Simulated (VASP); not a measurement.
# Cu3O2 (R32) in VASP: single point with PBE

Aim: the single point of Cu3O2 with PBE.

Everything below comes from runs of VASP 6.6.1. Logs are shortened: lines on timing, memory, paths and dates and some standing lists are left out, and cuts for length are marked.

## (1) The cell of the first run

It takes space group R32 (No. 155, trigonal). The conventional cell has a = 5.214 Å, b = 5.214 Å, c = 6.316 Å, α = 90.00°, β = 90.00°, γ = 120.00°. Within 2.7 Å of Cu (site symmetry 2) lie 4 O at 2.04 to 2.10 Å and 4 Cu at 2.24 to 2.26 Å. O (site symmetry 3) has 6 Cu at 2.04 to 2.10 Å within 2.7 Å.

The cell was generated, and may not be a known phase.

## (2) Single point, PBE, collinear spin

INCAR reads:

```
PREC = Accurate
ENCUT = 520
EDIFF = 1E-7
ISMEAR = 0
SIGMA = 0.1
LREAL = False
LASPH = True
NELM = 150
ALGO = Normal
ISIF = 2
LWAVE = False
LCHARG = True
ISPIN = 2
MAGMOM = 1 1 1 0 0
LORBIT = 11
LMAXMIX = 4
GGA = PE
LELF = True
LVHAR = True
NBANDS = 34
```

KPOINTS reads:

```
Automatic mesh
0
Gamma
  6 6 6
```

POSCAR reads:

```
Cu3O2
1.0
    2.6070174000      1.5051622000      2.1052585400
   -2.6070174000      1.5051622000      2.1052585400
    0.0000000000     -3.0103244000      2.1052585400
Cu O
3 2
Direct
    0.0000000000      0.2500000000      0.7500000000
    0.7500000000      0.0000000000      0.2500000000
    0.2500000000      0.7500000000      0.0000000000
    0.2599999900      0.2599999900      0.2599999900
    0.7400000100      0.7400000100      0.7400000100
```

Potentials or basis: VASP PAW PBE potentials, release 64 (Cu, O).

Run with:

```sh
$ cat potpaw_PBE.64/Cu/POTCAR potpaw_PBE.64/O/POTCAR > POTCAR
$ mpirun -np 1 vasp_std > vasp.out
```

OUTCAR:

```text
PREC = Accurate
   ENCUT = 520
   EDIFF = 1E-7
   ISMEAR = 0
   LREAL = False
   LASPH = True
   NELM = 150
   ISIF = 2
   ISPIN = 2
   LORBIT = 11
   GGA = PE

 ion  position               nearest neighbor table
   1  0.000  0.250  0.750-   5 2.04   4 2.04   4 2.10   5 2.10   3 2.24   2 2.24   3 2.26   2 2.26

   2  0.750  0.000  0.250-   4 2.04   5 2.04   4 2.10   5 2.10   3 2.24   1 2.24   3 2.26   1 2.26

   3  0.250  0.750  0.000-   4 2.04   5 2.04   4 2.10   5 2.10   1 2.24   2 2.24   2 2.26   1 2.26

   4  0.260  0.260  0.260-   2 2.04   3 2.04   1 2.04   3 2.10   1 2.10   2 2.10
   5  0.740  0.740  0.740-   1 2.04   3 2.04   2 2.04   3 2.10   2 2.10   1 2.10

  LATTYP: Found a trigonal (rhomboedric) cell.
 ALAT       =     3.6734406886
 COS(alpha) =    -0.0073300530

  Lattice vectors:

 A1 = (   2.6070174000,   1.5051622000,   2.1052585400)
 A2 = (  -2.6070174000,   1.5051622000,   2.1052585400)
 A3 = (   0.0000000000,  -3.0103244000,   2.1052585400)

Analysis of symmetry for initial positions (statically):
=====================================================================
 Subroutine PRICEL returns:
 Original cell was already a primitive cell.

 Routine SETGRP: Setting up the symmetry group for a
 trigonal (rhombohedral) supercell.

 Subroutine GETGRP returns: Found  6 space group operations
 (whereof  6 operations were pure point group operations)
 out of a pool of 12 trial point group operations.

The static configuration has the point symmetry D_3 .

Analysis of symmetry for dynamics (positions and initial velocities):
=====================================================================
 Subroutine PRICEL returns:
 Original cell was already a primitive cell.

 Routine SETGRP: Setting up the symmetry group for a
 trigonal (rhombohedral) supercell.

 Subroutine GETGRP returns: Found  6 space group operations
 (whereof  6 operations were pure point group operations)
 out of a pool of 12 trial point group operations.

The dynamic configuration has the point symmetry D_3 .

Analysis of structural, dynamic, and magnetic symmetry:
=====================================================================
 Subroutine PRICEL returns:
 Original cell was already a primitive cell.

 Routine SETGRP: Setting up the symmetry group for a
 trigonal (rhombohedral) supercell.

 Subroutine GETGRP returns: Found  6 space group operations
 (whereof  6 operations were pure point group operations)
 out of a pool of 12 trial point group operations.

The overall configuration has the point symmetry D_3 .
[... 135 lines left out ...]
   LRPA    =     F    only Hartree local field effects (RPA)
 spin polarized calculation
 Gauss-broadening in eV      SIGMA  =   0.10
  energy-cutoff  :      520.00
  volume of cell :       49.57
 maximum number of plane-waves:      1357
   NGX = 13   NGY = 13   NGZ = 13

 number of electron      45.0000080 magnetization       1.0108263

 Free energy of the ion-electron system (eV)
  ---------------------------------------------------
  ext. energy  EPLUGINS =         0.00000000
  ---------------------------------------------------
  free energy    TOTEN  =       -20.53923928 eV

  energy without entropy =      -20.52248168  energy(sigma->0) =      -20.53086048

 E-fermi :   6.7051     XC(G=0): -12.3032

 val. band max:        6.7030425503   @ k =   0.0000   0.0000   0.0000
 cond. band min:       6.7349989239   @ k =   0.5000   0.3333  -0.0000
 fundamental gap:      0.0319563737
 Fermi energy:         6.7051014737

 spin component 1

 k-point     1 :       0.0000    0.0000    0.0000
  band No.  band energies     occupation
      1     -13.1298      1.00000
      2     -12.1457      1.00000
      3       0.4388      1.00000
      4       0.5345      1.00000
      5       0.5345      1.00000
      6       1.0359      1.00000
[... 877 lines left out ...]
     33      23.0540      0.00000
     34      24.6029      0.00000

 [... further k-points ...]

 spin component 2

 k-point     1 :       0.0000    0.0000    0.0000
  band No.  band energies     occupation
      1     -12.8936      1.00000
      2     -11.8717      1.00000
      3       0.6220      1.00000
      4       0.7137      1.00000
      5       0.7137      1.00000
      6       1.2893      1.00000
[... 877 lines left out ...]
     33      23.0996      0.00000
     34      24.6303      0.00000

 [... further k-points ...]

------------------------ aborting loop because EDIFF is reached ----------------------------------------

  FORCE on cell =-STRESS in cart. coord.  units (eV):
  Direction    XX          YY          ZZ          XY          YZ          ZX
  --------------------------------------------------------------------------------------
  -------------------------------------------------------------------------------------
  Total        7.1138649      7.1138650     13.2361101     -0.0000000     -0.0000000      0.0000000
  in kB      229.9493979    229.9493986    427.8455613     -0.0000000     -0.0000000      0.0000000
  external PRESSURE =     295.9147859 kB  Pullay stress =       0.0000000 kB

 VOLUME and BASIS-vectors are now :
 -----------------------------------------------------------------------------
  energy-cutoff  :      520.00
  volume of cell :       49.57
      direct lattice vectors                 reciprocal lattice vectors
     2.607017400  1.505162200  2.105258540     0.191790051  0.110730037  0.158333681
    -2.607017400  1.505162200  2.105258540    -0.191790051  0.110730037  0.158333681
     0.000000000 -3.010324400  2.105258540     0.000000000 -0.221460075  0.158333681

 POSITION                                       TOTAL-FORCE (eV/Angst)
 -----------------------------------------------------------------------------------
     -0.65175     -1.88145      2.10526        -0.845014      1.463607     -0.000000
      1.95526      0.37629      2.10526        -0.845014     -1.463607     -0.000000
     -1.30351      1.50516      2.10526         1.690028     -0.000000     -0.000000
      0.00000      0.00000      1.64210         0.000000     -0.000000      0.425925
      0.00000      0.00000      4.67367         0.000000     -0.000000     -0.425925
 -----------------------------------------------------------------------------------
    total drift:                               -0.000000     -0.000000      0.000000

  FREE ENERGIE OF THE ION-ELECTRON SYSTEM (eV)
  ---------------------------------------------------
  free  energy   TOTEN  =       -20.5392392830 eV

  energy  without entropy=      -20.5224816810  energy(sigma->0) =      -20.53086048

 total charge

# of ion       s       p       d       tot
------------------------------------------
    1        0.402   0.432   9.283  10.117
    2        0.402   0.432   9.283  10.117
    3        0.402   0.432   9.283  10.117
    4        1.576   3.354   0.000   4.930
    5        1.576   3.354   0.000   4.930
--------------------------------------------------
tot          4.359   8.003  27.849  40.210

 magnetization (x)

# of ion       s       p       d       tot
------------------------------------------
    1       -0.006  -0.006   0.243   0.231
    2       -0.006  -0.006   0.243   0.231
    3       -0.006  -0.006   0.243   0.231
    4        0.002   0.150   0.000   0.152
    5        0.002   0.150   0.000   0.152
--------------------------------------------------
tot         -0.013   0.281   0.729   0.997
```

Run time: 1.8 min. Hardware: 1 thread of Intel Xeon Platinum 8488C (Sapphire Rapids), shared host; peak memory 0.21 GiB.

Results:

```yaml
Free_energy: -20.5392 eV
Pressure: 29.6 GPa
Largest_force: 1.690 eV/Å
Band_gap_on_the_k_mesh: zero (filled and empty bands overlap)
Net_moment: 1.01 μB per cell
Site_moments: Cu +0.23; O +0.15 μB
Valence_electrons_inside_the_program's_atomic_spheres: Cu 10.12; O 4.93
```

Forces in eV/Å, atoms in the order of the input:
```
Cu  -0.845  1.464  0.000
Cu  -0.845 -1.464  0.000
Cu   1.690  0.000  0.000
O    0.000  0.000  0.426
O    0.000  0.000 -0.426
```

Levels at points of the mesh, in eV from the Fermi level:
Spin up:
```
           k point  band 21  band 22  band 23  band 24  band 25  band 26
(0.00, 0.00, 0.00)    -1.19    -0.10    -0.10     0.00     4.78     4.78
(0.50, 0.00, 0.00)    -0.99    -0.36    -0.22     2.75     3.40     6.97
(0.50, 0.50, 0.00)    -1.10    -0.35    -0.15     3.11     3.40     5.99
(0.50, 0.50, 0.50)    -1.24    -1.20    -1.05     5.69     6.39     6.39
```
Spin down:
| k point | band 20 | band 21 | band 22 | band 23 | band 24 | band 25 |
| --- | --- | --- | --- | --- | --- | --- |
| (0.00, 0.00, 0.00) | -1.02 | -0.97 | 0.24 | 0.24 | 0.32 | 4.83 |
| (0.50, 0.00, 0.00) | -1.18 | -0.62 | -0.04 | 0.12 | 2.94 | 3.55 |
| (0.50, 0.50, 0.00) | -1.13 | -0.76 | -0.02 | 0.24 | 3.20 | 3.47 |
| (0.50, 0.50, 0.50) | -0.99 | -0.96 | -0.96 | -0.65 | 5.85 | 6.54 |

Caveat: the stress differs along the axes, from 23 to 43 GPa; forces of over 1 eV/Å act on the atoms, so gaps and moduli don't describe the material at rest. With open d or f shells a metallic result of PBE can be an artefact of self-interaction; +U or a hybrid may open a gap.

The gap in the log of VASP goes by the Fermi energy; the results here count the filled bands.